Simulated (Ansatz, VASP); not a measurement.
NbP in VASP and in Ansatz

```
Nb P
1.0
    -1.67492    1.67492    5.74011
     1.67492   -1.67492    5.74011
     1.67492    1.67492   -5.74011
Nb P
2 2
Direct
  0.24988 0.74988 0.50000
  0.49988 0.49988 0.00000
  0.83275 0.33275 0.50000
  0.08275 0.08275 0.00000
```

Alike in both runs: task single point; functional PBE; k mesh 11 × 11 × 11; occupations gaussian, width 0.029 eV; no spin polarisation.

|  | VASP | Ansatz |
| --- | --- | --- |
| version | VASP 6.6.1 | Ansatz 0.2.0 |
| potentials or method | VASP PAW PBE potentials, release 64 (Nb_sv, P) | Ansatz PAW |
| plane-wave cutoff (eV) | 520 | 420 |
| valence electrons in the cell | 36 | 36 |

|  | VASP | Ansatz | Ansatz less VASP |
| --- | --- | --- | --- |
| gap on the k mesh at the Fermi level (eV) | none | none | - |
| pressure (GPa) | -1.5 | -1.1 | +0.39 |
| traceless stress, the component that is largest in VASP (GPa) | -0.27 | -0.30 | -0.022 |
| rms of the force components (eV/Å) | 0.011 | 0.011 | +0.0008 |

Atom by atom the forces differ by 0.001 eV/Å (rms over components). A gap of «none» marks a metal or a gap that the smearing closes.
